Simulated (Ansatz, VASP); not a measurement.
## Rb2YCrC6N6: VASP beside Ansatz

```
Rb Y Cr C N
1.0
     0.00000    5.31800    5.31800
     5.31800    0.00000    5.31800
     5.31800    5.31800    0.00000
Rb Y Cr C N
2 1 1 6 6
Direct
  0.25000 0.25000 0.25000
  0.75000 0.75000 0.75000
  0.50000 0.50000 0.50000
  0.00000 0.00000 0.00000
  0.81779 0.18221 0.18221
  0.18221 0.81779 0.18221
  0.18221 0.18221 0.81779
  0.18221 0.81779 0.81779
  0.81779 0.18221 0.81779
  0.81779 0.81779 0.18221
  0.70778 0.29222 0.29222
  0.29222 0.70778 0.29222
  0.29222 0.29222 0.70778
  0.29222 0.70778 0.70778
  0.70778 0.29222 0.70778
  0.70778 0.70778 0.29222
```

Alike in both runs: task single point; functional PBE; k mesh 4 × 4 × 4; occupations gaussian, width 0.1 eV; collinear spin.

|  | VASP | Ansatz |
| --- | --- | --- |
| version | VASP 6.6.1 | Ansatz 0.2.0 |
| potentials or method | VASP PAW PBE potentials, release 64 (Rb_sv, Y_sv, Cr_pv, C, N), cutoff 520 eV | scalar-relativistic, plane waves, PAW |
| valence electrons in the cell | 95 | 97 |

Ansatz gave:

* gap on the k mesh at the Fermi level (eV): none
* pressure (GPa): 7.3
* rms of the force components (eV/Å): 0.699
* net moment per atom (μB): 0.06
* size of the moment on the site where the two differ most (μB): 0.70

Q: What did VASP give for the same quantities?

A: gap on the k mesh at the Fermi level (eV): none; pressure (GPa): 7.6; rms of the force components (eV/Å): 0.882; net moment per atom (μB): 0.06; size of the moment on the site where the two differ most (μB): 0.88.

Site moments also hang on the region over which each program counts them. Atom by atom the forces differ by 0.204 eV/Å (rms over components). A gap of «none» marks a metal or a gap that the smearing closes. With one functional, cell and mesh, what is left measures potentials, basis and numerics. VASP's potentials hold 95 valence electrons a cell and Ansatz's 97, so a difference there can come from the potentials and not from the codes.

Noted on VASP's run: the standard files for N, O and F lose accuracy on very short bonds.
